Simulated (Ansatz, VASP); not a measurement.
# One calculation of La2Os, two programs

```xyz
6
Lattice="0.0000 4.2499 4.2499 4.2499 0.0000 4.2499 4.2499 4.2499 0.0000" Properties=species:S:1:pos:R:3 pbc="T T T"
La    1.0625    1.0625    1.0625
La    1.0625    3.1874    3.1874
La    3.1874    3.1874    1.0625
La    3.1874    1.0625    3.1874
Os    4.2499    4.2499    4.2499
Os    6.3748    6.3748    6.3748
```

Change from the starting cell: species swapped into the YRh2 type (Fd-3m, No. 227).

Alike in both runs: functional PBE; k mesh 8 × 8 × 8; occupations gaussian, width 0.1 eV; no spin polarisation.

Ansatz relaxed the structure, and its values are those at the end. VASP's run is a single point on that final structure, the one shown.

|  | VASP | Ansatz |
| --- | --- | --- |
| version | VASP 6.6.1 | Ansatz 0.2.0 |
| potentials or method | VASP PAW PBE potentials, release 64 (La, Os), cutoff 520 eV | scalar-relativistic, plane waves, PAW |
| valence electrons in the cell | 60 | 76 |

VASP gave:

| Quantity | Value |
| --- | --- |
| gap on the k mesh at the Fermi level (eV) | none |
| pressure (GPa) | -0.1 |

Estimate Ansatz's values.

gap on the k mesh at the Fermi level (eV): none; pressure (GPa): 0.0.

A gap of «none» marks a metal or a gap that the smearing closes. VASP's potentials hold 60 valence electrons a cell and Ansatz's 76, so a difference there can come from the potentials and not from the codes.

Spin-orbit coupling is off throughout.
